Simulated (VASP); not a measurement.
Here is a VASP 6.6.1 calculation.

File INCAR:

```
SYSTEM = W
ALGO = Normal ; EDIFF = 1E-6
ENCUT = 500 ; GGA = PE
GGA_COMPAT = .False. ; ISIF = 2
ISMEAR = 0 ; LASPH = .True.
LCHARG = .False. ; LREAL = .False.
LWAVE = .False. ; NBANDS = 13
NELM = 120 ; PREC = Accurate
SIGMA = 0.02
```

File KPOINTS:

```
k-points
0
Gamma
  9 9 9
  0 0 0
```

File POSCAR:

```
W
1.0
   -1.5914727060      1.5914727060      1.5914727060
    1.5914727060     -1.5914727060      1.5914727060
    1.5914727060      1.5914727060     -1.5914727060
W
1
Direct
    0.0000000000      0.0000000000      0.0000000000
```

Potentials or basis: VASP PAW PBE potentials, release 64 (W_sv).

Run with:

```sh
$ cat potpaw_PBE.64/W_sv/POTCAR > POTCAR
$ mpirun -np 1 vasp_std > vasp.out
```

Q: What does it give for the band gap on the k mesh?

A: Zero (band 7 reaches 15.12 eV, above the bottom of band 8 at 10.00 eV).

Q: What does it give for the pressure?

A: 0.5 GPa.

Caveat: spin-orbit coupling is left out, which moves the levels of the heavy elements.
